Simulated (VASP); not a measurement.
# KI (Pm-3m) in VASP: single point with PBEsol

Aim: the single point of KI with PBEsol.

All numbers are computed with VASP 6.6.1; they aren't measurements. Logs are shortened: lines on timing, memory, paths and dates and some standing lists are left out, and cuts for length are marked.

## (1) The cell of the first run

The structure is cubic, space group Pm-3m (No. 221). Conventional cell: a = 4.291 Å, b = 4.291 Å, c = 4.291 Å, α = 90.00°, β = 90.00°, γ = 90.00°. K (site symmetry m-3m) has 8 I at 3.72 Å and 6 K at 4.29 Å within 4.9 Å. I (site symmetry m-3m) has 8 K at 3.72 Å and 6 I at 4.29 Å within 4.9 Å.

## (2) Single point, PBEsol

Input file POSCAR:

```
KI
1.0
    4.2912000000      0.0000000000      0.0000000000
    0.0000000000      4.2912000000      0.0000000000
    0.0000000000      0.0000000000      4.2912000000
K I
1 1
Direct
    0.0000000000      0.0000000000      0.0000000000
    0.5000000000      0.5000000000      0.5000000000
```

Input file INCAR.step1:

```
SYSTEM = KI
PREC     = Accurate       ! precision mode
ENCUT    = 400            ! plane-wave cutoff, eV
EDIFF    = 1E-6           ! SCF threshold, eV
ISMEAR   = 0              ! smearing method
SIGMA    = 0.01           ! smearing width, eV
LREAL    = .FALSE.        ! projectors in reciprocal space
LASPH    = .TRUE.         ! aspherical terms in the spheres
NELM     = 120            ! most SCF steps
ALGO     = Normal         ! electronic algorithm
ISIF     = 2              ! what is computed and relaxed
LWAVE    = .FALSE.        ! write WAVECAR
LCHARG   = .TRUE.         ! write CHGCAR
GGA      = PS             ! functional
NBANDS   = 15             ! bands
GGA_COMPAT= .FALSE.      
NEDOS    = 2001           ! points of the DOS
LORBIT   = 11             ! projections on sites
```

Input file KPOINTS.step1:

```
regular mesh
0
G
  4 4 4
  0 0 0
```

Input file INCAR.step2:

```
SYSTEM = KI
PREC     = Accurate       ! precision mode
ENCUT    = 400            ! plane-wave cutoff, eV
EDIFF    = 1E-6           ! SCF threshold, eV
ISMEAR   = -5             ! smearing method
SIGMA    = 0.01           ! smearing width, eV
LREAL    = .FALSE.        ! projectors in reciprocal space
LASPH    = .TRUE.         ! aspherical terms in the spheres
NELM     = 120            ! most SCF steps
ALGO     = Normal         ! electronic algorithm
ISIF     = 2              ! what is computed and relaxed
LWAVE    = .FALSE.        ! write WAVECAR
LCHARG   = .FALSE.        ! write CHGCAR
GGA      = PS             ! functional
LORBIT   = 11             ! projections on sites
NEDOS    = 1001           ! points of the DOS
ICHARG   = 11             ! starting density
GGA_COMPAT= .FALSE.
```

Input file KPOINTS.step2:

```
regular mesh
0
G
  6 6 6
  0 0 0
```

Potentials or basis: VASP PAW PBE potentials, release 64 (K_sv, I).

Run with:

```
$ cat potpaw_PBE.64/K_sv/POTCAR potpaw_PBE.64/I/POTCAR > POTCAR
$ cp INCAR.step1 INCAR
$ cp KPOINTS.step1 KPOINTS
$ mpirun -np 1 vasp_std > vasp.out
$ cp INCAR.step2 INCAR
$ cp KPOINTS.step2 KPOINTS
$ mpirun -np 1 vasp_std > vasp.out
```

OUTCAR:

```text
SYSTEM = KI
   PREC = Accurate
   ENCUT = 400
   EDIFF = 1E-6
   ISMEAR = -5
   LREAL = .FALSE.
   LASPH = .TRUE.
   NELM = 120
   ISIF = 2
   GGA = PS
   LORBIT = 11
   ICHARG = 11

 ion  position               nearest neighbor table
   1  0.000  0.000  0.000-
   2  0.500  0.500  0.500-

  LATTYP: Found a simple cubic cell.
 ALAT       =     4.2912000000

  Lattice vectors:

 A1 = (   4.2912000000,   0.0000000000,   0.0000000000)
 A2 = (   0.0000000000,   4.2912000000,   0.0000000000)
 A3 = (   0.0000000000,   0.0000000000,   4.2912000000)

Analysis of symmetry for initial positions (statically):
=====================================================================
 Subroutine PRICEL returns:
 Original cell was already a primitive cell.

 Routine SETGRP: Setting up the symmetry group for a
 simple cubic supercell.

 Subroutine GETGRP returns: Found 48 space group operations
 (whereof 48 operations were pure point group operations)
 out of a pool of 48 trial point group operations.

The static configuration has the point symmetry O_h .

Analysis of symmetry for dynamics (positions and initial velocities):
=====================================================================
 Subroutine PRICEL returns:
 Original cell was already a primitive cell.

 Routine SETGRP: Setting up the symmetry group for a
 simple cubic supercell.

 Subroutine GETGRP returns: Found 48 space group operations
 (whereof 48 operations were pure point group operations)
 out of a pool of 48 trial point group operations.

The dynamic configuration has the point symmetry O_h .

 Subroutine INISYM returns: Found 48 space group operations
 (whereof 48 operations are pure point group operations),
 and found     1 'primitive' translations

----------------------------------------------------------------------------------------

                                     Primitive cell

  volume of cell :      79.0199

  direct lattice vectors                    reciprocal lattice vectors
     4.291200000  0.000000000  0.000000000     0.233035048  0.000000000  0.000000000
     0.000000000  4.291200000  0.000000000     0.000000000  0.233035048  0.000000000
     0.000000000  0.000000000  4.291200000     0.000000000  0.000000000  0.233035048

  length of vectors
     4.291200000  4.291200000  4.291200000     0.233035048  0.233035048  0.233035048

  position of ions in fractional coordinates (direct lattice)
     0.000000000  0.000000000  0.000000000
     0.500000000  0.500000000  0.500000000

  ion indices of the primitive-cell ions
   primitive index   ion index
                 1           1
                 2           2

----------------------------------------------------------------------------------------

 KPOINTS: regular mesh

Automatic generation of k-mesh.
 Grid dimensions read from file:
 generate k-points for:    6    6    6

 Generating k-lattice:

  Cartesian coordinates                     Fractional coordinates (reciprocal lattice)
     0.038839175  0.000000000  0.000000000     0.166666667  0.000000000  0.000000000
     0.000000000  0.038839175  0.000000000     0.000000000  0.166666667  0.000000000
     0.000000000  0.000000000  0.038839175     0.000000000  0.000000000  0.166666667

  Length of vectors
     0.038839175  0.038839175  0.038839175

  Shift w.r.t. Gamma in fractional coordinates (k-lattice)
     0.000000000  0.000000000  0.000000000

 TETIRR: Found    104 inequivalent tetrahedra from     1296

 Subroutine IBZKPT returns following result:
 ===========================================

 Found     20 irreducible k-points:

 Following reciprocal coordinates:
            Coordinates               Weight
  0.000000  0.000000  0.000000      1.000000
  0.166667  0.000000  0.000000      6.000000
  0.333333  0.000000  0.000000      6.000000
  0.500000  0.000000  0.000000      3.000000
  0.166667  0.166667  0.000000     12.000000
  0.333333  0.166667  0.000000     24.000000
[... 12 lines left out ...]
  0.500000  0.500000  0.333333      6.000000
  0.500000  0.500000  0.500000      1.000000
   k-points           NKPTS =     20   k-points in BZ     NKDIM =     20   number of bands    NBANDS=     12
   number of dos      NEDOS =   1001   number of ions     NIONS =      2
   total plane-waves  NPLWV =  21952
   dimension x,y,z NGX =    28 NGY =   28 NGZ =   28
   dimension x,y,z NGXF=    56 NGYF=   56 NGZF=   56
   ions per type =               1   1
   NGX,Y,Z   is equivalent  to a cutoff of  10.85, 10.85, 10.85 a.u.
   NGXF,Y,Z  is equivalent  to a cutoff of  21.70, 21.70, 21.70 a.u.
 SYSTEM =  KI
   PREC   = accura    normal or accurate (medium, high low for compatibility)
   ISTART =      0    job   : 0-new  1-cont  2-samecut
   ICHARG =     11    charge: 1-file 2-atom 10-const
   ISPIN  =      1    spin polarized calculation?
   LNONCOLLINEAR =      F non collinear calculations
   LSORBIT =      F    spin-orbit coupling
   LASPH  =      T    aspherical Exc in radial PAW
   ENCUT  =  400.0 eV  29.40 Ry    5.42 a.u.   7.00  7.00  7.00*2*pi/ulx,y,z
   NELM   =    120;   NELMIN=  2; NELMDL=  0     # of ELM steps
   EDIFF  = 0.1E-05   stopping-criterion for ELM
   LREAL  =      F    real-space projection
[... 7 lines left out ...]
   TEBEG  =    0.0;   TEEND  =   0.0 temperature during run
   PSTRESS=    0.0 pullay stress
   NELECT =      16.0000    total number of electrons
   NUPDOWN=      -1.0000    fix difference up-down
   EMIN   =  10.00;   EMAX   =-10.00  energy-range for DOS
   EFERMI =   0.00;   METHOD = LEGACY
   ISMEAR =    -5;   SIGMA  =   0.01  broadening in eV -4-tet -1-fermi 0-gaus
   EFERMI_NEDOS =   21; number of points for ismear=-14 and -15
   IALGO  =     38    algorithm
   IMIX   =      4    mixing-type and parameters
     AMIX     =   0.40;   BMIX     =  1.00
     AMIX_MAG =   1.60;   BMIX_MAG =  1.00
  volume/ion in A,a.u.               =      39.51       266.63
  Fermi-wavevector in a.u.,A,eV,Ry     =   0.961323  1.816637 12.573718  0.924142
  Thomas-Fermi vector in A             =   2.090685
   LORBIT       =     11    0 simple, 1 ext, 2 COOP (PROOUT), +10 PAW based schemes
   GGA     = PS    functional components
   LHFCALC =     F    Hartree Fock is set to
   AEXX    =    0.0000 exact exchange contribution
   IVDW    =     0    specifies the selected vdW correction
   LEPSILON=     F    determine dielectric tensor
   LRPA    =     F    only Hartree local field effects (RPA)
 non-spin polarized calculation
 Fermi weights with tetrahedron method with Bloechl corrections
  energy-cutoff  :      400.00
  volume of cell :       79.02
 maximum number of plane-waves:      1472
 NGX is ok and might be reduce to    28

 number of electron      16.0000006 magnetization

 Free energy of the ion-electron system (eV)
  ---------------------------------------------------
  ext. energy  EPLUGINS =         0.00000000
  ---------------------------------------------------
  free energy    TOTEN  =        -5.72239851 eV

  energy without entropy =       -5.72239851  energy(sigma->0) =       -5.72239851

 E-fermi :   0.8079     XC(G=0):  -7.8711

 val. band max:        0.7908044527   @ k =   0.5000   0.5000   0.0000
 cond. band min:       3.9689342365   @ k =   0.0000   0.0000   0.0000
 fundamental gap:      3.1781297838
 Fermi energy:         0.8079033103

 k-point     1 :       0.0000    0.0000    0.0000
  band No.  band energies     occupation
      1     -28.4056      2.00000
      2     -11.9214      2.00000
      3     -11.9214      2.00000
      4     -11.9214      2.00000
      5     -10.4071      2.00000
      6       0.4233      2.00000
      7       0.4233      2.00000
      8       0.4233      2.00000
      9       3.9689      0.00000
     10       5.4520      0.00000
     11       5.4520      0.00000
     12       9.1736      0.00000

 k-point     2 :       0.1667    0.0000    0.0000
  band No.  band energies     occupation
      1     -28.4044      2.00000
      2     -11.9694      2.00000
      3     -11.9184      2.00000
      4     -11.9184      2.00000
      5     -10.3272      2.00000
      6      -0.2375      2.00000
      7       0.4420      2.00000
      8       0.4420      2.00000
      9       4.5546      0.00000
     10       5.6515      0.00000
     11       6.1243      0.00000
     12       9.0796      0.00000

 k-point     3 :       0.3333    0.0000    0.0000
  band No.  band energies     occupation
      1     -28.4020      2.00000
      2     -12.0569      2.00000
      3     -11.9124      2.00000
      4     -11.9124      2.00000
      5     -10.1704      2.00000
      6      -1.1680      2.00000
      7       0.4796      2.00000
      8       0.4796      2.00000
      9       5.5028      0.00000
     10       6.2319      0.00000
     11       7.4140      0.00000
     12       8.7522      0.00000
[... 226 lines left out ...]
 k-point    19 :       0.5000    0.5000    0.3333
  band No.  band energies     occupation
      1     -28.3928      2.00000
      2     -11.9933      2.00000
      3     -11.9933      2.00000
      4     -11.9667      2.00000
      5      -9.9286      2.00000
      6      -0.9075      2.00000
      7      -0.9075      2.00000
      8      -0.5545      2.00000
      9       5.7176      0.00000
     10       6.5380      0.00000
     11       6.5380      0.00000
     12       8.9039      0.00000

 k-point    20 :       0.5000    0.5000    0.5000
  band No.  band energies     occupation
      1     -28.3917      2.00000
      2     -11.9884      2.00000
      3     -11.9884      2.00000
      4     -11.9884      2.00000
      5      -9.8835      2.00000
      6      -0.8934      2.00000
      7      -0.8934      2.00000
      8      -0.8934      2.00000
      9       6.3014      0.00000
     10       6.3014      0.00000
     11       6.3014      0.00000
     12       9.6096      0.00000

------------------------ aborting loop because EDIFF is reached ----------------------------------------

  FORCE on cell =-STRESS in cart. coord.  units (eV):
  Direction    XX          YY          ZZ          XY          YZ          ZX
  --------------------------------------------------------------------------------------
  -------------------------------------------------------------------------------------
  Total       -0.3345261     -0.3345261     -0.3345261     -0.0000000      0.0000000      0.0000000
  in kB       -6.7827258     -6.7827258     -6.7827258     -0.0000000      0.0000000      0.0000000
  external PRESSURE =      -6.7827258 kB  Pullay stress =       0.0000000 kB

 VOLUME and BASIS-vectors are now :
 -----------------------------------------------------------------------------
  energy-cutoff  :      400.00
  volume of cell :       79.02
      direct lattice vectors                 reciprocal lattice vectors
     4.291200000  0.000000000  0.000000000     0.233035048  0.000000000  0.000000000
     0.000000000  4.291200000  0.000000000     0.000000000  0.233035048  0.000000000
     0.000000000  0.000000000  4.291200000     0.000000000  0.000000000  0.233035048

 POSITION                                       TOTAL-FORCE (eV/Angst)
 -----------------------------------------------------------------------------------
      0.00000      0.00000      0.00000         0.000000      0.000000      0.000000
      2.14560      2.14560      2.14560         0.000000      0.000000      0.000000
 -----------------------------------------------------------------------------------
    total drift:                               -0.000000      0.000000      0.000000

  FREE ENERGIE OF THE ION-ELECTRON SYSTEM (eV)
  ---------------------------------------------------
  free  energy   TOTEN  =        -5.7223985111 eV

  energy  without entropy=       -5.7223985111  energy(sigma->0) =       -5.72239851

 total charge

# of ion       s       p       d       tot
------------------------------------------
    1        1.954   5.560   0.020   7.534
    2        1.495   2.822   0.003   4.320
--------------------------------------------------
tot          3.449   8.382   0.023  11.854
```

Wall time 25 s (1 thread of Intel Xeon 8259CL, shared host); peak memory 0.15 GiB.

Results:

- Valence electrons inside the program's atomic spheres: K 7.53; I 4.32

Caveat: the PAW data sets were made with another functional, which shifts forces and pressure a little; spin-orbit coupling is left out, which moves the levels of the heavy elements.
